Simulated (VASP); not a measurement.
# Al3N (Im-3m) in VASP: single point with PBE

Aim: the single point of Al3N with PBE.

Program: VASP 6.6.1. These are calculated values, not measurements. Logs are shortened: lines on timing, memory, paths and dates and some standing lists are left out, and cuts for length are marked.

## 1. The cell of the first run

It takes space group Im-3m (No. 229, cubic). Conventional cell: a = 4.986 Å, b = 4.986 Å, c = 4.986 Å, α = 90.00°, β = 90.00°, γ = 90.00°. Al (site symmetry 4/mmm) has 4 Al at 2.49 Å and 2 N at 2.49 Å within 3.3 Å. Within 3.3 Å of N (site symmetry m-3m) lie 6 Al at 2.49 Å.

## 2. Single point, PBE

The input, INCAR:

```
SYSTEM = Al3N
  PREC = Accurate
  ENCUT = 600
  EDIFF = 1E-6
  ISMEAR = 0
  SIGMA = 0.2
  LREAL = .FALSE.
  LASPH = .TRUE.
  NELM = 120
  ALGO = Normal
  ISIF = 2
  LWAVE = .FALSE.
  LCHARG = .FALSE.
  GGA = PE
  NBANDS = 15
  GGA_COMPAT = .FALSE.
```

The input, KPOINTS:

```
regular mesh
0
G
  6 6 6
  0 0 0
```

The input, POSCAR:

```
Al3N
1.0
   -2.4932441200      2.4932441200      2.4932441200
    2.4932441200     -2.4932441200      2.4932441200
    2.4932441200      2.4932441200     -2.4932441200
Al N
3 1
Direct
    0.0000000000      0.5000000000      0.5000000000
    0.5000000000      0.0000000000      0.5000000000
    0.5000000000      0.5000000000      0.0000000000
    0.0000000000      0.0000000000      0.0000000000
```

Potentials or basis: VASP PAW PBE potentials, release 64 (Al, N).

On the command line:

```sh
$ cat potpaw_PBE.64/Al/POTCAR potpaw_PBE.64/N/POTCAR > POTCAR
$ mpirun -np 1 vasp_std > vasp.out
```

OUTCAR:

```text
SYSTEM = Al3N
   PREC = Accurate
   ENCUT = 600
   EDIFF = 1E-6
   ISMEAR = 0
   LREAL = .FALSE.
   LASPH = .TRUE.
   NELM = 120
   ISIF = 2
   GGA = PE

 ion  position               nearest neighbor table
   1  0.000  0.500  0.500-   2 2.49   3 2.49   4 2.49   4 2.49   3 2.49   2 2.49
   2  0.500  0.000  0.500-   1 2.49   3 2.49   4 2.49   3 2.49   4 2.49   1 2.49
   3  0.500  0.500  0.000-   1 2.49   2 2.49   4 2.49   2 2.49   1 2.49   4 2.49
   4  0.000  0.000  0.000-   1 2.49   2 2.49   3 2.49   1 2.49   2 2.49   3 2.49

  LATTYP: Found a body centered cubic cell.
 ALAT       =     4.9864882400

  Lattice vectors:

 A1 = (  -2.4932441200,   2.4932441200,   2.4932441200)
 A2 = (   2.4932441200,  -2.4932441200,   2.4932441200)
 A3 = (   2.4932441200,   2.4932441200,  -2.4932441200)

Analysis of symmetry for initial positions (statically):
=====================================================================
 Subroutine PRICEL returns:
 Original cell was already a primitive cell.

 Routine SETGRP: Setting up the symmetry group for a
 body centered cubic supercell.

 Subroutine GETGRP returns: Found 48 space group operations
[... 9 lines left out ...]

 Routine SETGRP: Setting up the symmetry group for a
 body centered cubic supercell.

 Subroutine GETGRP returns: Found 48 space group operations
[... 11 lines left out ...]
                                     Primitive cell

  volume of cell :      61.9947

  direct lattice vectors                    reciprocal lattice vectors
    -2.493244120  2.493244120  2.493244120     0.000000000  0.200541935  0.200541935
     2.493244120 -2.493244120  2.493244120     0.200541935  0.000000000  0.200541935
     2.493244120  2.493244120 -2.493244120     0.200541935  0.200541935  0.000000000

  length of vectors
     4.318425492  4.318425492  4.318425492     0.283609124  0.283609124  0.283609124

  position of ions in fractional coordinates (direct lattice)
     0.000000000  0.500000000  0.500000000
     0.500000000  0.000000000  0.500000000
     0.500000000  0.500000000  0.000000000
     0.000000000  0.000000000  0.000000000

  ion indices of the primitive-cell ions
   primitive index   ion index
                 1           1
                 2           2
                 3           3
                 4           4

----------------------------------------------------------------------------------------

 KPOINTS: regular mesh

Automatic generation of k-mesh.
 Grid dimensions read from file:
 generate k-points for:    6    6    6

 Generating k-lattice:

  Cartesian coordinates                     Fractional coordinates (reciprocal lattice)
     0.000000000  0.033423656  0.033423656     0.166666667  0.000000000  0.000000000
     0.033423656  0.000000000  0.033423656     0.000000000  0.166666667  0.000000000
     0.033423656  0.033423656  0.000000000     0.000000000  0.000000000  0.166666667

  Length of vectors
     0.047268187  0.047268187  0.047268187

  Shift w.r.t. Gamma in fractional coordinates (k-lattice)
     0.000000000  0.000000000  0.000000000

 Subroutine IBZKPT returns following result:
 ===========================================

 Found     16 irreducible k-points:

 Following reciprocal coordinates:
            Coordinates               Weight
  0.000000  0.000000  0.000000      1.000000
  0.166667  0.000000  0.000000     12.000000
  0.333333  0.000000  0.000000     12.000000
  0.500000  0.000000  0.000000      6.000000
  0.166667  0.166667  0.000000     24.000000
  0.333333  0.166667 -0.000000     48.000000
[... 8 lines left out ...]
  0.500000  0.500000  0.333333     12.000000
  0.500000  0.500000  0.500000      1.000000
   k-points           NKPTS =     16   k-points in BZ     NKDIM =     16   number of bands    NBANDS=     15
   number of dos      NEDOS =    301   number of ions     NIONS =      4
   total plane-waves  NPLWV =  46656
   dimension x,y,z NGX =    36 NGY =   36 NGZ =   36
   dimension x,y,z NGXF=    72 NGYF=   72 NGZF=   72
   ions per type =               3   1
   NGX,Y,Z   is equivalent  to a cutoff of  13.86, 13.86, 13.86 a.u.
   NGXF,Y,Z  is equivalent  to a cutoff of  27.72, 27.72, 27.72 a.u.
 SYSTEM =  Al3N
   PREC   = accura    normal or accurate (medium, high low for compatibility)
   ISTART =      0    job   : 0-new  1-cont  2-samecut
   ICHARG =      2    charge: 1-file 2-atom 10-const
   ISPIN  =      1    spin polarized calculation?
   LNONCOLLINEAR =      F non collinear calculations
   LSORBIT =      F    spin-orbit coupling
   LASPH  =      T    aspherical Exc in radial PAW
   ENCUT  =  600.0 eV  44.10 Ry    6.64 a.u.   8.62  8.62  8.62*2*pi/ulx,y,z
   NELM   =    120;   NELMIN=  2; NELMDL= -5     # of ELM steps
   EDIFF  = 0.1E-05   stopping-criterion for ELM
   LREAL  =      F    real-space projection
   EDIFFG = 0.1E-04   stopping-criterion for IOM
   NSW    =      0    number of steps for IOM
   IBRION =     -1    ionic relax: 0-MD 1-quasi-New 2-CG
   NFREE  =      0    steps in history (QN), initial steepest desc. (CG)
   ISIF   =      2    stress and relaxation
   ISYM   =      2    0-nonsym 1-usesym 2-fastsym
   POTIM  = 0.5000    time-step for ionic-motion
   TEBEG  =    0.0;   TEEND  =   0.0 temperature during run
   PSTRESS=    0.0 pullay stress
   NELECT =      14.0000    total number of electrons
   NUPDOWN=      -1.0000    fix difference up-down
   EMIN   =  10.00;   EMAX   =-10.00  energy-range for DOS
   EFERMI =   0.00;   METHOD = LEGACY
   ISMEAR =     0;   SIGMA  =   0.20  broadening in eV -4-tet -1-fermi 0-gaus
   EFERMI_NEDOS =   21; number of points for ismear=-14 and -15
   IALGO  =     38    algorithm
   IMIX   =      4    mixing-type and parameters
     AMIX     =   0.40;   BMIX     =  1.00
     AMIX_MAG =   1.60;   BMIX_MAG =  1.00
  volume/ion in A,a.u.               =      15.50       104.59
  Fermi-wavevector in a.u.,A,eV,Ry     =   0.996933  1.883931 13.522500  0.993876
  Thomas-Fermi vector in A             =   2.129055
   LORBIT       =      0    0 simple, 1 ext, 2 COOP (PROOUT), +10 PAW based schemes
   GGA     = PE    functional components
   LHFCALC =     F    Hartree Fock is set to
   AEXX    =    0.0000 exact exchange contribution
   IVDW    =     0    specifies the selected vdW correction
   LEPSILON=     F    determine dielectric tensor
   LRPA    =     F    only Hartree local field effects (RPA)
 non-spin polarized calculation
 Gauss-broadening in eV      SIGMA  =   0.20
  energy-cutoff  :      600.00
  volume of cell :       61.99
 maximum number of plane-waves:      2093
 NGX is ok and might be reduce to    36
   NGX = 17   NGY = 17   NGZ = 17

 number of electron      14.0000000 magnetization

 Free energy of the ion-electron system (eV)
  ---------------------------------------------------
  ext. energy  EPLUGINS =         0.00000000
  ---------------------------------------------------
  free energy    TOTEN  =       -16.45762527 eV

  energy without entropy =      -16.40411526  energy(sigma->0) =      -16.43087027

 E-fermi :   5.8873     XC(G=0): -10.0504

 val. band max:        5.8828009784   @ k =   0.0000   0.0000   0.0000
 cond. band min:       6.0457483616   @ k =  -0.3333   0.3333   0.1667
 fundamental gap:      0.1629473832
 Fermi energy:         5.8873294951

 k-point     1 :       0.0000    0.0000    0.0000
  band No.  band energies     occupation
      1      -7.4434      2.00000
      2      -1.1766      2.00000
      3       3.7516      2.00000
      4       3.7516      2.00000
      5       3.7516      2.00000
      6       5.8828      1.02555
      7       5.8828      1.02555
      8       5.8828      1.02555
      9       7.8341      0.00000
     10       7.8341      0.00000
     11       9.3400      0.00000
     12       9.3400      0.00000
     13       9.3400      0.00000
     14      13.6932      0.00000
     15      13.6932      0.00000

 k-point     2 :       0.1667    0.0000    0.0000
  band No.  band energies     occupation
      1      -7.3152      2.00000
      2      -1.3004      2.00000
      3       3.4250      2.00000
      4       3.5269      2.00000
      5       3.6038      2.00000
      6       4.8461      2.00000
      7       5.3616      1.99980
      8       5.6431      1.91585
      9       8.7540      0.00000
     10       8.8153      0.00000
     11       9.8365      0.00000
     12      10.4703      0.00000
     13      10.6923      0.00000
     14      12.7789      0.00000
     15      13.0519      0.00000

 k-point     3 :       0.3333    0.0000    0.0000
  band No.  band energies     occupation
      1      -7.0333      2.00000
      2      -1.4854      2.00000
      3       1.8086      2.00000
      4       3.1515      2.00000
      5       3.2375      2.00000
      6       4.6883      2.00000
      7       5.5702      1.97509
      8       5.8252      1.33976
      9       9.4690      0.00000
     10       9.5333      0.00000
     11      10.5880      0.00000
     12      10.7162      0.00000
     13      12.5651      0.00000
     14      12.9506      0.00000
     15      15.2560      0.00000

 k-point     4 :       0.5000    0.0000    0.0000
  band No.  band energies     occupation
      1      -6.8766      2.00000
      2      -1.5393      2.00000
      3       1.0743      2.00000
      4       2.9897      2.00000
      5       3.0544      2.00000
      6       4.4348      2.00000
      7       6.1174      0.10379
      8       6.3016      0.00339
      9       8.8982      0.00000
     10       9.0878      0.00000
     11      11.0465      0.00000
     12      11.0892      0.00000
     13      14.0145      0.00000
     14      15.0163      0.00000
     15      15.5574      0.00000
[... 163 lines left out ...]
 k-point    14 :      -0.3333    0.3333    0.3333
  band No.  band energies     occupation
      1      -6.8066      2.00000
      2      -0.8971      2.00000
      3       1.7884      2.00000
      4       1.7884      2.00000
      5       1.8023      2.00000
      6       4.6456      2.00000
      7       5.8379      1.27320
      8       6.3487      0.00110
      9       6.3487      0.00110
     10      11.7262      0.00000
     11      12.6130      0.00000
     12      12.8716      0.00000
     13      12.8716      0.00000
     14      13.5739      0.00000
     15      15.3325      0.00000

 k-point    15 :       0.5000    0.5000    0.3333
  band No.  band energies     occupation
      1      -6.7293      2.00000
      2      -0.2983      2.00000
      3       0.5795      2.00000
      4       1.5344      2.00000
      5       2.6196      2.00000
      6       3.2345      2.00000
      7       5.8514      1.20029
      8       6.5925      0.00000
      9       7.1842      0.00000
     10      11.7868      0.00000
     11      12.2534      0.00000
     12      12.8564      0.00000
     13      13.7634      0.00000
     14      15.0025      0.00000
     15      15.9077      0.00000

 k-point    16 :       0.5000    0.5000    0.5000
  band No.  band energies     occupation
      1      -6.6808      2.00000
      2       1.1608      2.00000
      3       1.1608      2.00000
      4       1.2739      2.00000
      5       1.2739      2.00000
      6       1.2739      2.00000
      7       7.0342      0.00000
      8       7.0342      0.00000
      9       7.0342      0.00000
     10      10.9225      0.00000
     11      13.4548      0.00000
     12      13.4548      0.00000
     13      13.4548      0.00000
     14      15.3742      0.00000
     15      15.3742      0.00000

------------------------ aborting loop because EDIFF is reached ----------------------------------------

  FORCE on cell =-STRESS in cart. coord.  units (eV):
  Direction    XX          YY          ZZ          XY          YZ          ZX
  --------------------------------------------------------------------------------------
  -------------------------------------------------------------------------------------
  Total        0.1034522      0.1034522      0.1034522      0.0000000     -0.0000000      0.0000000
  in kB        2.6735960      2.6735960      2.6735960      0.0000000     -0.0000000      0.0000000
  external PRESSURE =       2.6735960 kB  Pullay stress =       0.0000000 kB

 VOLUME and BASIS-vectors are now :
 -----------------------------------------------------------------------------
  energy-cutoff  :      600.00
  volume of cell :       61.99
      direct lattice vectors                 reciprocal lattice vectors
    -2.493244120  2.493244120  2.493244120     0.000000000  0.200541935  0.200541935
     2.493244120 -2.493244120  2.493244120     0.200541935  0.000000000  0.200541935
     2.493244120  2.493244120 -2.493244120     0.200541935  0.200541935  0.000000000

 POSITION                                       TOTAL-FORCE (eV/Angst)
 -----------------------------------------------------------------------------------
      2.49324      0.00000      0.00000         0.000000      0.000000     -0.000000
      0.00000      2.49324      0.00000        -0.000000     -0.000000      0.000000
      0.00000      0.00000      2.49324         0.000000     -0.000000      0.000000
      0.00000      0.00000      0.00000        -0.000000      0.000000     -0.000000
 -----------------------------------------------------------------------------------
    total drift:                                0.000000     -0.000000     -0.000000

  FREE ENERGIE OF THE ION-ELECTRON SYSTEM (eV)
  ---------------------------------------------------
  free  energy   TOTEN  =       -16.4576252745 eV

  energy  without entropy=      -16.4041152566  energy(sigma->0) =      -16.43087027
```

Run time: 16 s. Hardware: 1 thread of Intel Xeon Platinum 8488C (Sapphire Rapids), shared host; peak memory 0.2 GiB.

Results:

- Free energy: -16.4576 eV
- Pressure: 0.3 GPa
- Band gap on the k mesh: zero (band 7 reaches 7.03 eV, above the bottom of band 8 at 5.40 eV)
